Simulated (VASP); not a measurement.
A run of VASP 6.6.1 is set up as follows.

Contents of INCAR:

```
SYSTEM = LiCl
PREC = Accurate
ENCUT = 520
EDIFF = 1E-6
ISMEAR = 0
SIGMA = 0.2839
LREAL = .FALSE.
LASPH = .TRUE.
NELM = 100
ALGO = Normal
ISIF = 2
LWAVE = .FALSE.
LCHARG = .FALSE.
GGA = PE
NBANDS = 12
```

Contents of KPOINTS:

```
regular mesh
0
G
  9 9 9
  0 0 0
```

POSCAR

```
LiCl
1.0
    0.0000000000      2.5773890000      2.5773890000
    2.5773890000      0.0000000000      2.5773890000
    2.5773890000      2.5773890000      0.0000000000
Li Cl
1 1
Direct
    0.0000000000      0.0000000000      0.0000000000
    0.5000000000      0.5000000000      0.5000000000
```

Potentials or basis: VASP PAW PBE potentials, release 64 (Li_sv, Cl).

Launch:

```bash
$ cat potpaw_PBE.64/Li_sv/POTCAR potpaw_PBE.64/Cl/POTCAR > POTCAR
$ mpirun -np 1 vasp_std > vasp.out
```

**Question.** What does it give for the band gap on the k mesh?

**Answer.** 6.26 eV, direct.

 A k mesh can miss the band edges.
